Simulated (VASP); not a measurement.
Write the native input for VASP 6.6.1 that does the following.

```yaml
Task: single point
Functional: r2SCAN
Potentials_or_basis: VASP PAW PBE potentials, release 64 (Gd, Mn_pv)
Cutoff: 520 eV
k_mesh: 10 × 10 × 10
Occupations: gaussian, width 0.05 eV
Spin: collinear spin, ferrimagnetic start
Starting_moments: "[8.16, -4.67] μB"
Dipole_correction: no
Further_INCAR_settings: ALGO = Normal; EDIFF = 1e-07; NBANDS = 26
```

GdMn:

```
Gd Mn
1.0
     3.72008    0.00000    0.00000
     0.00000    3.72008    0.00000
     0.00000    0.00000    3.72008
Gd Mn
1 1
Direct
  0.00000 0.00000 0.00000
  0.50000 0.50000 0.50000
```

These files were run (other wordings do the same):

POSCAR

```
GdMn
1.0
    3.7200844784      0.0000000000      0.0000000000
    0.0000000000      3.7200844784      0.0000000000
    0.0000000000      0.0000000000      3.7200844784
Gd Mn
1 1
Direct
    0.0000000000      0.0000000000      0.0000000000
    0.5000000000      0.5000000000      0.5000000000
```

INCAR.step1

```
PREC = Accurate ; ENCUT = 520
ISMEAR = 0 ; SIGMA = 0.05
LREAL = F ; LASPH = T
NELM = 150 ; ISPIN = 2
MAGMOM = 8.16 -4.67 ; LMAXMIX = 6
NBANDS = 26 ; GGA = PE
ALGO = Normal ; EDIFF = 1E-4
LWAVE = T ; LCHARG = F
```

INCAR.step2

```
PREC = Accurate ; ENCUT = 520
EDIFF = 1E-7 ; ISMEAR = 0
SIGMA = 0.05 ; LREAL = F
LASPH = T ; NELM = 150
ALGO = Normal ; ISIF = 2
LWAVE = F ; LCHARG = F
ISPIN = 2 ; MAGMOM = 8.16 -4.67
LORBIT = 11 ; LMAXMIX = 6
METAGGA = R2SCAN ; LMIXTAU = T
NBANDS = 26 ; ISTART = 1
```

KPOINTS

```
Automatic mesh
0
Gamma
  10 10 10
```

Potentials or basis: VASP PAW PBE potentials, release 64 (Gd, Mn_pv).

Run with:

```bash
$ cat potpaw_PBE.64/Gd/POTCAR potpaw_PBE.64/Mn_pv/POTCAR > POTCAR
$ cp INCAR.step1 INCAR
$ mpirun -np 1 vasp_std > vasp.out
$ cp INCAR.step2 INCAR
$ mpirun -np 1 vasp_std > vasp.out
```

It gave:

- Pressure: -2.9 GPa
- Net moment: 3.67 μB per cell
- Site moments: Gd +7.08; Mn -4.14 μB
- Valence electrons inside the program's atomic spheres: Gd 15.19; Mn 11.37

Caveat: the PAW data sets were made with another functional, which shifts forces and pressure a little.

It took 16 min on 1 thread of Intel(R) Xeon(R) Platinum 8259CL CPU @ 2.50GHz (Skylake/Cascade Lake) (shared host), peak memory 0.28 GiB.
